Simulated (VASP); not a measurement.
**Rh: single point with PBEsol**

The system is Rh.

```
Rh
1.0
     0.00000    1.89785    1.89785
     1.89785    0.00000    1.89785
     1.89785    1.89785    0.00000
Rh
1
Direct
  0.00000 0.00000 0.00000
```

```json
{
  "Program": "VASP 6.6.1",
  "Task": "single point",
  "Functional": "PBEsol",
  "Potentials or basis": "VASP PAW PBE potentials, release 64 (Rh_pv)",
  "Cutoff": "500 eV",
  "k mesh": "12 × 12 × 12",
  "Occupations": "fermi-dirac, width 0.1 eV",
  "Spin": "no spin polarisation"
}
```

| Property | Result |
| --- | --- |
| Pressure | -3.4 GPa |

Levels at points of the mesh, in eV from the Fermi level:
```csv
k point,band 3,band 4,band 5,band 6,band 7,band 8,band 9,band 10,band 11,band 12
"(0.00, 0.00, 0.00)",-46.34,-8.08,-3.11,-3.11,-3.11,-0.98,-0.98,15.95,20.35,21.43
"(0.50, 0.00, 0.00)",-46.44,-6.20,-3.18,-3.18,0.60,0.60,0.67,8.66,15.46,20.35
"(0.50, 0.50, 0.00)",-46.61,-6.38,-6.01,0.57,1.01,1.01,3.21,12.31,13.28,13.28
```

Run time: 6.8 s on 1 thread of AMD EPYC 9R45 96-Core Processor (Zen 5), with other jobs on the host, peak memory 0.1 GiB.

Caveat: the PAW data sets were made with another functional, which shifts forces and pressure a little.
